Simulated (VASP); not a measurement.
# Al8N7 (a cell with a defect) in VASP: notebook, part 2 of 2

VASP 6.6.1.

**4. Single point, PBE (atom 9 moved 0.500 of the way to it and -0.500 Å across, host rigid)**

Input file INCAR:

```
PREC     = Accurate       # precision mode
ENCUT    = 520            # plane-wave cutoff, eV
EDIFF    = 1E-7           # SCF threshold, eV
ISMEAR   = 0              # smearing method
SIGMA    = 0.05           # smearing width, eV
LREAL    = Auto         
LASPH    = True           # aspherical terms in the spheres
NELM     = 80             # most SCF steps
ALGO     = Normal         # electronic algorithm
ISIF     = 2              # what is computed and relaxed
LWAVE    = False          # write WAVECAR
LCHARG   = True           # write CHGCAR
GGA      = PE             # functional
LELF     = True           # ELF
LVHAR    = True         
NELECT   = 56.0         
NBANDS   = 42             # bands
```

Input file KPOINTS:

```
Automatic mesh
0
Gamma
  4 4 4
```

Input file POSCAR:

```
Al8N7
1.0
    0.0000000000      4.0705261175     -4.0705261175
    4.0705261175      4.0705261175      0.0000000000
    4.0705261175      0.0000000000     -4.0705261175
Al N
8 7
Direct
    0.2500000000      0.7500000000      0.2500000000
    0.2500000000      0.2500000000      0.2500000000
    0.7500000000      0.7500000000      0.2500000000
    0.7500000000      0.2500000000      0.2500000000
    0.2500000000      0.7500000000      0.7500000000
    0.2500000000      0.2500000000      0.7500000000
    0.7500000000      0.7500000000      0.7500000000
    0.7500000000      0.2500000000      0.7500000000
    0.5614171222     -0.3114171222      0.0614171222
    1.0000000000      0.5000000000      0.0000000000
    1.0000000000      0.0000000000      0.0000000000
    0.5000000000      0.5000000000      0.5000000000
    0.5000000000      0.0000000000      0.5000000000
    1.0000000000      0.5000000000      0.5000000000
    1.0000000000      0.0000000000      0.5000000000
```

On the command line:

```bash
$ cat potpaw_PBE.64/Al/POTCAR potpaw_PBE.64/N/POTCAR > POTCAR
$ mpirun -np 1 vasp_std > vasp.out
```

Wall time 2.6 min (1 thread of Intel Xeon 6975P-C (Granite Rapids), shared host); peak memory 0.32 GiB.

The run converged. Its results:

```
Free energy   : -126.2392 eV
Largest force : 15.238 eV/Å
```

Forces in eV/Å, atoms in the order of the input:
```
Al   10.405 -10.405   3.959
Al    2.791  -2.791   0.149
Al   -0.228  -0.228  -2.541
Al    0.228   0.228  -2.541
Al   -0.094  -0.094   2.746
Al    0.094   0.094   2.746
Al  -10.405  10.405   3.959
Al   -2.791   2.791   0.149
N     0.000   0.000  -2.548
N    -1.681   1.681  -3.728
N     0.334  -0.334   0.733
N     1.681  -1.681  -3.728
N    -0.334   0.334   0.733
N     0.009   0.009  -0.044
N    -0.009  -0.009  -0.044
```

Levels at points of the mesh, in eV from the Fermi level:
| k point | band 25 | band 26 | band 27 | band 28 | band 29 | band 30 | band 31 | band 32 |
| --- | --- | --- | --- | --- | --- | --- | --- | --- |
| (0.00, 0.00, 0.00) | -0.67 | -0.57 | -0.50 | -0.08 | -0.05 | 2.09 | 4.76 | 5.33 |
| (0.50, 0.00, 0.00) | -1.40 | -0.38 | -0.25 | -0.24 | 0.08 | 1.85 | 3.59 | 3.63 |
| (0.00, 0.50, 0.00) | -1.19 | -0.92 | -0.83 | -0.60 | 0.94 | 1.31 | 3.39 | 5.13 |
| (0.50, 0.50, 0.00) | -1.07 | -1.05 | -0.96 | 0.07 | 0.98 | 1.81 | 3.07 | 3.74 |
| (0.50, 0.00, 0.50) | -1.45 | -1.21 | -0.73 | -0.60 | -0.03 | 1.27 | 4.12 | 4.23 |

Caveat: the cell carries a net charge on a neutralising background, which shifts energy and pressure; the cell differs from its parent crystal (atom 9 moved 0.500 of the way to it and -0.500 Å across, host rigid); the cell is charged against a uniform background, so pressure and absolute levels hang on convention.

**5. Single point, PBE (atom 9 moved 0.500 of the way to it and -0.375 Å across, host rigid)**

Input file INCAR:

```
SYSTEM = Al8N7
PREC     = Accurate       ! precision mode
ENCUT    = 520            ! plane-wave cutoff, eV
EDIFF    = 1E-6           ! SCF threshold, eV
ISMEAR   = 0              ! smearing method
SIGMA    = 0.05           ! smearing width, eV
LREAL    = Auto         
LASPH    = .True.         ! aspherical terms in the spheres
NELM     = 80             ! most SCF steps
ALGO     = Normal         ! electronic algorithm
ISIF     = 2              ! what is computed and relaxed
LWAVE    = .False.        ! write WAVECAR
LCHARG   = .False.        ! write CHGCAR
GGA      = PE             ! functional
NBANDS   = 42             ! bands
NELECT   = 56.0
```

Input file KPOINTS:

```
regular mesh
0
Gamma
  4 4 4
  0 0 0
```

POSCAR, as its differences from that of step 4:

```diff
@@ -16,3 +16,3 @@
     0.7500000000      0.2500000000      0.7500000000
-    0.5614171222     -0.3114171222      0.0614171222
+    0.5460628417     -0.2960628417      0.0460628417
     1.0000000000      0.5000000000      0.0000000000
```

On the command line:

```bash
$ cat potpaw_PBE.64/Al/POTCAR potpaw_PBE.64/N/POTCAR > POTCAR
$ mpirun -np 1 vasp_std > vasp.out
```

It took 1.9 min on 1 thread of Intel Xeon 6975P-C (Granite Rapids), shared host; peak memory 0.33 GiB.

Results (log left out):

```
Free energy   : -125.8539 eV
Largest force : 17.756 eV/Å
```

Forces on the atoms (eV/Å):
```
Al   12.283 -12.283   3.679
Al    2.861  -2.861   0.117
Al   -0.425  -0.425  -2.345
Al    0.425   0.425  -2.345
Al   -0.053  -0.053   2.634
Al    0.053   0.053   2.634
Al  -12.283  12.283   3.679
Al   -2.861   2.861   0.117
N     0.000   0.000  -3.389
N    -1.447   1.447  -3.398
N     0.445  -0.445   1.040
N     1.447  -1.447  -3.398
N    -0.445   0.445   1.040
N    -0.007  -0.007  -0.033
N     0.007   0.007  -0.033
```

Levels at points of the mesh, in eV from the Fermi level:
```csv
k point,band 25,band 26,band 27,band 28,band 29,band 30,band 31,band 32
"(0.00, 0.00, 0.00)",-0.78,-0.53,-0.39,0.03,0.05,2.37,4.90,5.46
"(0.50, 0.00, 0.00)",-1.28,-0.42,-0.21,-0.17,0.03,2.10,3.70,3.79
"(0.00, 0.50, 0.00)",-1.07,-0.84,-0.75,-0.69,1.02,1.43,3.68,5.21
"(0.50, 0.50, 0.00)",-0.98,-0.95,-0.90,-0.02,0.99,1.92,3.21,3.99
"(0.50, 0.00, 0.50)",-1.39,-1.07,-0.67,-0.67,-0.01,1.54,4.18,4.38
```

Caveat: the cell carries a net charge on a neutralising background, which shifts energy and pressure; the cell differs from its parent crystal (atom 9 moved 0.500 of the way to it and -0.375 Å across, host rigid); the cell is charged against a uniform background, so pressure and absolute levels hang on convention.

**6. Single point, PBE (atom 9 moved 0.500 of the way to it and -0.125 Å across, host rigid)**

Input file INCAR:

```
SYSTEM = Al8N7
ALGO     = Normal         ! electronic algorithm
EDIFF    = 1E-6           ! SCF threshold, eV
ENCUT    = 520            ! plane-wave cutoff, eV
GGA      = PE             ! functional
ISIF     = 2              ! what is computed and relaxed
ISMEAR   = 0              ! smearing method
LASPH    = .TRUE.         ! aspherical terms in the spheres
LCHARG   = .TRUE.         ! write CHGCAR
LELF     = .TRUE.         ! ELF
LREAL    = Auto         
LVHAR    = .TRUE.       
LWAVE    = .FALSE.        ! write WAVECAR
NBANDS   = 42             ! bands
NELECT   = 56.0         
NELM     = 100            ! most SCF steps
PREC     = Accurate       ! precision mode
SIGMA    = 0.05           ! smearing width, eV
```

Input file KPOINTS:

```
k-points
0
G
  4 4 4
  0 0 0
```

POSCAR, as its differences from that of step 5:

```diff
@@ -16,3 +16,3 @@
     0.7500000000      0.2500000000      0.7500000000
-    0.5460628417     -0.2960628417      0.0460628417
+    0.5153542806     -0.2653542806      0.0153542806
     1.0000000000      0.5000000000      0.0000000000
```

Potentials or basis: VASP PAW PBE potentials, release 64 (Al, N).

On the command line:

```bash
$ cat potpaw_PBE.64/Al/POTCAR potpaw_PBE.64/N/POTCAR > POTCAR
$ mpirun -np 1 vasp_std > vasp.out
```

Wall time 2.2 min (1 thread of Intel Xeon 6975P-C (Granite Rapids), shared host); peak memory 0.33 GiB.

It converged, with:

```yaml
Free_energy: -125.1113 eV
Largest_force: 21.400 eV/Å
```

Forces in eV/Å, atoms in the order of the input:
```
Al   15.091 -15.091   1.587
Al    2.901  -2.901   0.027
Al   -0.392  -0.392  -2.259
Al    0.392   0.392  -2.259
Al    0.160   0.160   2.415
Al   -0.160  -0.160   2.415
Al  -15.091  15.091   1.587
Al   -2.901   2.901   0.027
N     0.000   0.000  -1.895
N    -1.070   1.070  -2.530
N     0.727  -0.727   1.713
N     1.070  -1.070  -2.530
N    -0.727   0.727   1.713
N    -0.041  -0.041  -0.005
N     0.041   0.041  -0.005
```

Levels at points of the mesh, in eV from the Fermi level:
| k point | band 24 | band 25 | band 26 | band 27 | band 28 | band 29 | band 30 | band 31 | band 32 | band 33 |
| --- | --- | --- | --- | --- | --- | --- | --- | --- | --- | --- |
| (0.00, 0.00, 0.00) | -0.91 | -0.85 | -0.54 | -0.30 | 0.09 | 0.13 | 2.67 | 5.03 | 5.56 | 5.60 |
| (0.50, 0.00, 0.00) | -1.45 | -1.18 | -0.63 | -0.19 | -0.11 | -0.01 | 2.40 | 3.76 | 3.93 | 5.43 |
| (0.00, 0.50, 0.00) | -1.48 | -0.95 | -0.77 | -0.76 | -0.69 | 1.08 | 1.48 | 4.06 | 5.27 | 5.39 |
| (0.50, 0.50, 0.00) | -0.91 | -0.90 | -0.87 | -0.87 | -0.23 | 0.99 | 2.02 | 3.33 | 4.34 | 4.95 |
| (0.50, 0.00, 0.50) | -1.42 | -1.37 | -0.95 | -0.73 | -0.63 | -0.03 | 1.86 | 4.03 | 4.58 | 5.19 |

Caveat: the cell carries a net charge on a neutralising background, which shifts energy and pressure; the cell differs from its parent crystal (atom 9 moved 0.500 of the way to it and -0.125 Å across, host rigid); the cell is charged against a uniform background, so pressure and absolute levels hang on convention.

**7. Single point, PBE (atom 9 moved 0.000 of the way to it and -0.375 Å across, host rigid)**

Input file INCAR:

```
SYSTEM = Al8N7
PREC     = Accurate       ! precision mode
ENCUT    = 520            ! plane-wave cutoff, eV
EDIFF    = 1E-6           ! SCF threshold, eV
ISMEAR   = 0              ! smearing method
SIGMA    = 0.05           ! smearing width, eV
LREAL    = Auto         
LASPH    = .TRUE.         ! aspherical terms in the spheres
NELM     = 100            ! most SCF steps
ALGO     = Normal         ! electronic algorithm
ISIF     = 2              ! what is computed and relaxed
LWAVE    = .FALSE.        ! write WAVECAR
LCHARG   = .TRUE.         ! write CHGCAR
GGA      = PE             ! functional
LELF     = .TRUE.         ! ELF
LVHAR    = .TRUE.       
NELECT   = 56.0         
NBANDS   = 42             ! bands
```

Input file KPOINTS:

```
regular mesh
0
G
  4 4 4
  0 0 0
```

POSCAR, as its differences from that of step 6:

```diff
@@ -16,3 +16,3 @@
     0.7500000000      0.2500000000      0.7500000000
-    0.5153542806     -0.2653542806      0.0153542806
+    0.5460628417     -0.0460628417      0.0460628417
     1.0000000000      0.5000000000      0.0000000000
```

On the command line:

```bash
$ cat potpaw_PBE.64/Al/POTCAR potpaw_PBE.64/N/POTCAR > POTCAR
$ mpirun -np 1 vasp_std > vasp.out
```

Run time: 3.2 min. Hardware: 1 thread of Intel Xeon 6975P-C (Granite Rapids), shared host; peak memory 0.32 GiB.

The run converged. Its results:

```yaml
Free_energy: -131.4788 eV
Largest_force: 8.980 eV/Å
```

Forces in eV/Å, atoms in the order of the input:
```
Al   2.477 -0.037 -0.233
Al   0.037 -2.477 -0.233
Al   0.000  0.000 -5.546
Al   0.000  0.000 -2.529
Al   0.000  0.000  2.501
Al   0.000  0.000  0.500
Al  -0.037  2.477 -0.233
Al  -2.477  0.037 -0.233
N    0.000  0.000  8.980
N   -0.932  0.025 -0.763
N   -0.025  0.932 -0.763
N    0.025 -0.932 -0.763
N    0.932 -0.025 -0.763
N    0.000  0.000  0.008
N    0.000  0.000  0.072
```

Levels at points of the mesh, in eV from the Fermi level:
```
           k point  band 25  band 26  band 27  band 28  band 29  band 30  band 31  band 32
(0.00, 0.00, 0.00)    -0.51    -0.49     0.18     0.23     0.30     5.19     5.34     5.40
(0.50, 0.00, 0.00)    -0.84    -0.60    -0.07    -0.01     0.00     2.35     4.99     5.50
(0.00, 0.50, 0.00)    -0.68    -0.65    -0.28    -0.08     0.05     2.44     5.52     5.52
(0.50, 0.50, 0.00)    -0.73    -0.70    -0.54    -0.53     0.52     2.27     4.76     4.81
(0.50, 0.00, 0.50)    -0.69    -0.64    -0.53    -0.51     0.58     2.17     4.50     4.75
```

Caveat: the cell carries a net charge on a neutralising background, which shifts energy and pressure; the cell differs from its parent crystal (atom 9 moved 0.000 of the way to it and -0.375 Å across, host rigid); the cell is charged against a uniform background, so pressure and absolute levels hang on convention.
